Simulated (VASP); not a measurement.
# F (C2/c) in VASP: notebook, part 2 of 2

VASP 6.6.1. The steps go on from the part before.

## 4. Single point, PBE+D3(BJ) (atoms shifted along a free coordinate)

Input file INCAR:

```
SYSTEM = F
PREC = Accurate
ENCUT = 520
EDIFF = 1E-6
ISMEAR = 0
SIGMA = 0.05
LREAL = .False.
LASPH = .True.
NELM = 60
ALGO = Normal
ISIF = 2
LWAVE = .False.
LCHARG = .False.
GGA = PE
IVDW = 12
NBANDS = 22
```

Input file KPOINTS:

```
Automatic mesh
0
Gamma
  8 8 4
  0 0 0
```

Input file POSCAR:

```
F
1.0
    2.8181532018     -1.7912036508      0.2974079766
    2.8181532018      1.7912036508      0.2974079766
   -0.8359919267      0.0000000000      6.7469186924
F
4
Direct
    0.9138648456      0.5855481450      0.1022680550
    0.4144518550      0.0861351544      0.3977319450
    0.0861351544      0.4144518550      0.8977319450
    0.5855481450      0.9138648456      0.6022680550
```

Potentials or basis: VASP PAW PBE potentials, release 64 (F).

Started as:

```
> cat potpaw_PBE.64/F/POTCAR > POTCAR
> mpirun -np 1 vasp_std > vasp.out
```

OUTCAR:

```text
SYSTEM = F
   PREC = Accurate
   ENCUT = 520
   EDIFF = 1E-6
   ISMEAR = 0
   LREAL = .False.
   LASPH = .True.
   NELM = 60
   ISIF = 2
   GGA = PE
   IVDW = 12
 IVDW          = 12

 ion  position               nearest neighbor table
   1  0.914  0.586  0.102-   3 1.52
   2  0.414  0.086  0.398-   4 1.52
   3  0.086  0.414  0.898-   1 1.52
   4  0.586  0.914  0.602-   2 1.52

  LATTYP: Found a base centered monoclinic cell.
 ALAT       =     5.6676058343
 B/A-ratio  =     0.6320847649
 C/A-ratio  =     1.1995389811
 COS(beta)  =    -0.0181341353

  Lattice vectors:

 A1 = (   2.8181532018,  -1.7912036508,   0.2974079766)
 A2 = (   2.8181532018,   1.7912036508,   0.2974079766)
 A3 = (  -0.8359919267,   0.0000000000,   6.7469186924)

Analysis of symmetry for initial positions (statically):
=====================================================================
 Subroutine PRICEL returns:
 Original cell was already a primitive cell.

 Routine SETGRP: Setting up the symmetry group for a
 base centered monoclinic supercell.

 Subroutine GETGRP returns: Found  4 space group operations
 (whereof  2 operations were pure point group operations)
 out of a pool of  4 trial point group operations.

The static configuration has the point symmetry S_2 .
 The point group associated with its full space group is C_2h.

Analysis of symmetry for dynamics (positions and initial velocities):
=====================================================================
 Subroutine PRICEL returns:
 Original cell was already a primitive cell.

 Routine SETGRP: Setting up the symmetry group for a
 base centered monoclinic supercell.

 Subroutine GETGRP returns: Found  4 space group operations
 (whereof  2 operations were pure point group operations)
 out of a pool of  4 trial point group operations.

The dynamic configuration has the point symmetry S_2 .
 The point group associated with its full space group is C_2h.

 Subroutine INISYM returns: Found  4 space group operations
 (whereof  2 operations are pure point group operations),
 and found     1 'primitive' translations

----------------------------------------------------------------------------------------

                                     Primitive cell

  volume of cell :      69.0061

  direct lattice vectors                    reciprocal lattice vectors
     2.818153202 -1.791203651  0.297407977     0.175131091 -0.279141905  0.021700006
     2.818153202  1.791203651  0.297407977     0.175131091  0.279141905  0.021700006
    -0.835991927  0.000000000  6.746918692    -0.015439754  0.000000000  0.146302710

  length of vectors
     3.352439335  3.352439335  6.798514128     0.330245352  0.330245352  0.147115156

  position of ions in fractional coordinates (direct lattice)
     0.913864846  0.585548145  0.102268055
     0.414451855  0.086135154  0.397731945
     0.086135154  0.414451855  0.897731945
     0.585548145  0.913864846  0.602268055

  ion indices of the primitive-cell ions
[... 22 lines left out ...]
     0.041280669  0.041280669  0.036778789

  Shift w.r.t. Gamma in fractional coordinates (k-lattice)
     0.000000000  0.000000000  0.000000000

 Subroutine IBZKPT returns following result:
 ===========================================

 Found     78 irreducible k-points:

 Following reciprocal coordinates:
            Coordinates               Weight
  0.000000  0.000000  0.000000      1.000000
  0.125000  0.000000  0.000000      4.000000
  0.250000  0.000000  0.000000      4.000000
  0.375000 -0.000000  0.000000      4.000000
  0.500000  0.000000  0.000000      2.000000
  0.125000  0.125000  0.000000      2.000000
[... 16 lines left out ...]
  0.125000  0.000000  0.250000      4.000000
  0.250000  0.000000  0.250000      4.000000
 [... further k-points ...]
   k-points           NKPTS =     78   k-points in BZ     NKDIM =     78   number of bands    NBANDS=     22
   number of dos      NEDOS =    301   number of ions     NIONS =      4
   total plane-waves  NPLWV =  42336
   dimension x,y,z NGX =    28 NGY =   28 NGZ =   54
   dimension x,y,z NGXF=    56 NGYF=   56 NGZF=  108
   ions per type =               4
   NGX,Y,Z   is equivalent  to a cutoff of  13.89, 13.89, 13.20 a.u.
   NGXF,Y,Z  is equivalent  to a cutoff of  27.77, 27.77, 26.41 a.u.
 SYSTEM =  F
   PREC   = accura    normal or accurate (medium, high low for compatibility)
   ISTART =      0    job   : 0-new  1-cont  2-samecut
   ICHARG =      2    charge: 1-file 2-atom 10-const
   ISPIN  =      1    spin polarized calculation?
   LNONCOLLINEAR =      F non collinear calculations
   LSORBIT =      F    spin-orbit coupling
   LASPH  =      T    aspherical Exc in radial PAW
   ENCUT  =  520.0 eV  38.22 Ry    6.18 a.u.   6.23  6.23 12.64*2*pi/ulx,y,z
   NELM   =     60;   NELMIN=  2; NELMDL= -5     # of ELM steps
   EDIFF  = 0.1E-05   stopping-criterion for ELM
   LREAL  =      F    real-space projection
   EDIFFG = 0.1E-04   stopping-criterion for IOM
   NSW    =      0    number of steps for IOM
   IBRION =     -1    ionic relax: 0-MD 1-quasi-New 2-CG
   NFREE  =      0    steps in history (QN), initial steepest desc. (CG)
   ISIF   =      2    stress and relaxation
   ISYM   =      2    0-nonsym 1-usesym 2-fastsym
   POTIM  = 0.5000    time-step for ionic-motion
   TEBEG  =    0.0;   TEEND  =   0.0 temperature during run
   PSTRESS=    0.0 pullay stress
   NELECT =      28.0000    total number of electrons
   NUPDOWN=      -1.0000    fix difference up-down
   EMIN   =  10.00;   EMAX   =-10.00  energy-range for DOS
   EFERMI =   0.00;   METHOD = LEGACY
   ISMEAR =     0;   SIGMA  =   0.05  broadening in eV -4-tet -1-fermi 0-gaus
   EFERMI_NEDOS =   21; number of points for ismear=-14 and -15
   IALGO  =     38    algorithm
   IMIX   =      4    mixing-type and parameters
     AMIX     =   0.40;   BMIX     =  1.00
     AMIX_MAG =   1.60;   BMIX_MAG =  1.00
  volume/ion in A,a.u.               =      17.25       116.42
  Fermi-wavevector in a.u.,A,eV,Ry     =   1.211988  2.290326 19.985812  1.468916
  Thomas-Fermi vector in A             =   2.347487
   LORBIT       =      0    0 simple, 1 ext, 2 COOP (PROOUT), +10 PAW based schemes
   GGA     = PE    functional components
   LHFCALC =     F    Hartree Fock is set to
   AEXX    =    0.0000 exact exchange contribution
   IVDW    =    12    specifies the selected vdW correction
   LEPSILON=     F    determine dielectric tensor
   LRPA    =     F    only Hartree local field effects (RPA)
 non-spin polarized calculation
 Gauss-broadening in eV      SIGMA  =   0.05
  energy-cutoff  :      520.00
  volume of cell :       69.01
 maximum number of plane-waves:      1884
 NGX is ok and might be reduce to    28
   NGX = 13   NGY = 13   NGZ = 25

 number of electron      28.0000023 magnetization

 Free energy of the ion-electron system (eV)
  ---------------------------------------------------
  ext. energy  EPLUGINS =         0.00000000
  ---------------------------------------------------
  free energy    TOTEN  =        -7.09151859 eV

  energy without entropy =       -7.09151859  energy(sigma->0) =       -7.09151859

 E-fermi :  -5.5916     XC(G=0):  -7.3620

 val. band max:       -5.9227933803   @ k =   0.0000   0.0000   0.0000
 cond. band min:      -4.0306362467   @ k =   0.0000   0.0000   0.0000
 fundamental gap:      1.8921571336
 Fermi energy:        -5.5916024201

 k-point     1 :       0.0000    0.0000    0.0000
  band No.  band energies     occupation
      1     -29.2767      2.00000
      2     -29.1172      2.00000
      3     -24.8053      2.00000
      4     -24.4710      2.00000
      5     -11.5812      2.00000
      6     -10.9146      2.00000
[... 589 lines left out ...]
     21      12.0173      0.00000
     22      12.7861      0.00000

 [... further k-points ...]

------------------------ aborting loop because EDIFF is reached ----------------------------------------

 Edisp (eV)   -0.10781

 E8    (eV) :    -0.0233

  FORCE on cell =-STRESS in cart. coord.  units (eV):
  Direction    XX          YY          ZZ          XY          YZ          ZX
  --------------------------------------------------------------------------------------
  -------------------------------------------------------------------------------------
  Total      -0.28745    -1.43511    -5.94627     0.00000     0.00000     0.73021
  in kB      -6.67393   -33.32026  -138.06007     0.00000     0.00000    16.95393
  external pressure =      -59.35 kB  Pullay stress =        0.00 kB

 VOLUME and BASIS-vectors are now :
 -----------------------------------------------------------------------------
  energy-cutoff  :      520.00
  volume of cell :       69.01
      direct lattice vectors                 reciprocal lattice vectors
     2.818153202 -1.791203651  0.297407977     0.175131091 -0.279141905  0.021700006
     2.818153202  1.791203651  0.297407977     0.175131091  0.279141905  0.021700006
    -0.835991927  0.000000000  6.746918692    -0.015439754  0.000000000  0.146302710

 POSITION                                       TOTAL-FORCE (eV/Angst)
 -----------------------------------------------------------------------------------
      4.14008     -0.58808      1.13593         0.255559     -0.891866     -2.004755
      1.07823     -0.58808      2.83234        -0.255559     -0.891866      2.004755
      0.66023      0.58808      6.20580        -0.255559      0.891866      2.004755
      3.72208      0.58808      4.50939         0.255559      0.891866     -2.004755
 -----------------------------------------------------------------------------------
    total drift:                                0.000000      0.000000      0.000000

  FREE ENERGIE OF THE ION-ELECTRON SYSTEM (eV)
  ---------------------------------------------------
  free  energy   TOTEN  =        -7.1993278386 eV

  energy  without entropy=       -7.1993278386  energy(sigma->0) =       -7.19932784
```

OSZICAR:

```text
N       E                     dE             d eps       ncg     rms          rms(c)
DAV:   1     0.182578195528E+03    0.18258E+03   -0.15823E+04  3464   0.118E+03
DAV:   2     0.821873212541E+00   -0.18176E+03   -0.17607E+03  4710   0.289E+02
DAV:   3    -0.854613259926E+01   -0.93680E+01   -0.93152E+01  3966   0.636E+01
DAV:   4    -0.860869675679E+01   -0.62564E-01   -0.62561E-01  3642   0.596E+00
DAV:   5    -0.860905141621E+01   -0.35466E-03   -0.35466E-03  3954   0.430E-01    0.110E+01
DAV:   6    -0.748441708002E+01    0.11246E+01   -0.34862E-01  3474   0.573E+00    0.627E+00
DAV:   7    -0.709281635893E+01    0.39160E+00   -0.51221E-01  3438   0.645E+00    0.553E-01
DAV:   8    -0.709131517530E+01    0.15012E-02   -0.55192E-02  3672   0.166E+00    0.915E-02
DAV:   9    -0.709144089527E+01   -0.12572E-03   -0.59904E-04  3852   0.184E-01    0.535E-02
DAV:  10    -0.709151733376E+01   -0.76438E-04   -0.77415E-05  3636   0.785E-02    0.144E-02
DAV:  11    -0.709151852749E+01   -0.11937E-05   -0.10082E-05  3732   0.295E-02    0.374E-03
DAV:  12    -0.709151858600E+01   -0.58515E-07   -0.42321E-07  2334   0.563E-03
   1 F= -.71993278E+01 E0= -.71993278E+01  d E =-.116695E-22
```

Run time: 40 s. Hardware: 1 thread of AMD EPYC 9R45 (Zen 5), shared host; peak memory 0.21 GiB.

Results:

```yaml
Free_energy: -7.1993 eV
Pressure: -5.9 GPa
Largest_force: 2.209 eV/Å
Band_gap_on_the_k_mesh: 1.89 eV
Dispersion_energy_per_atom: -0.027 eV
```

Forces on the atoms (eV/Å):
```
F    0.256 -0.892 -2.005
F   -0.256 -0.892  2.005
F   -0.256  0.892  2.005
F    0.256  0.892 -2.005
```

Caveat: the cell differs from its parent crystal (atoms shifted along a free coordinate); the stress differs along the axes, from -14 to -1 GPa; forces of over 1 eV/Å act on the atoms, so gaps and moduli don't describe the material at rest. A k mesh can miss the band edges.

## 5. The runs side by side

```tsv
cell	gap on the mesh (eV)	pressure (GPa)	largest force (eV/Å)
a = 3.299, b = 3.299, c = 6.691 Å, angles 90.9, 90.9, 64.6°, 4 atoms, atomic positions A	6.37	32.2	16.79
a = 3.299, b = 3.299, c = 6.691 Å, angles 90.9, 90.9, 64.6°, 4 atoms, atomic positions B	1.21	-8.9	2.99
a = 3.352, b = 3.352, c = 6.799 Å, angles 90.9, 90.9, 64.6°, 4 atoms, atomic positions C	1.89	-5.9	2.21
```

Alike in all rows: task single point; level PBE+D3(BJ); potentials or basis VASP PAW PBE potentials, release 64 (F); no spin polarisation; k mesh 8 × 8 × 4; cutoff (eV) 520; smearing gaussian 0.05 eV.

Caveats: forces of over 1 eV/Å act on the atoms, so gaps and moduli don't describe the material at rest; the standard files for N, O and F lose accuracy on very short bonds (at least some runs); the stress differs along the axes, from 1 to 71 GPa (at least some runs); the stress differs along the axes, from -21 to -1 GPa (at least some runs); the stress differs along the axes, from -14 to -1 GPa (at least some runs).

Absolute energies hang on the potentials; compare differences alone.
